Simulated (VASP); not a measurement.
Wanted: the native input for a VASP 6.6.1 run.

```yaml
Task: single point
Functional: PBE
Potentials_or_basis: VASP PAW PBE potentials, release 64 (V_sv)
Cutoff: 520 eV
k_mesh: 20 × 20 × 20
Occupations: gaussian, width 0.05 eV
Spin: non-collinear spin, typed start, spin-orbit coupling
Starting_moments: "[[0.0, 0.0, 0.05]] μB"
Dipole_correction: no
Further_INCAR_settings: ALGO = Normal; EDIFF = 1e-07; NBANDS = 24
```

The structure of V lies in POSCAR:

```
V
1.0
   -1.4984322680      1.4984322680      1.4984322680
    1.4984322680     -1.4984322680      1.4984322680
    1.4984322680      1.4984322680     -1.4984322680
V
1
Direct
    0.0000000000      0.0000000000      0.0000000000
```

These files were run (other wordings do the same):

INCAR

```
PREC = Accurate
ENCUT = 520
EDIFF = 1E-7
ISMEAR = 0
SIGMA = 0.05
LREAL = False
LASPH = True
NELM = 150
ALGO = Normal
ISIF = 2
LWAVE = False
LCHARG = False
LNONCOLLINEAR = True
MAGMOM = 0 0 0.05
LORBIT = 11
LSORBIT = True
GGA_COMPAT = False
LORBMOM = True
LMAXMIX = 4
GGA = PE
NBANDS = 24
```

KPOINTS

```
regular mesh
0
Gamma
  20 20 20
```

Potentials or basis: VASP PAW PBE potentials, release 64 (V_sv).

Launch:

```console
$ cat potpaw_PBE.64/V_sv/POTCAR > POTCAR
$ mpirun -np 1 vasp_ncl > vasp.out
```

It gave:

- Pressure: 0.2 GPa
- Net moment: 0.00 μB per cell
- Valence electrons inside the program's atomic spheres: V 11.65

It took 4 min on 1 thread of Intel(R) Xeon(R) 6975P-C (Granite Rapids) (shared host), peak memory 0.52 GiB.
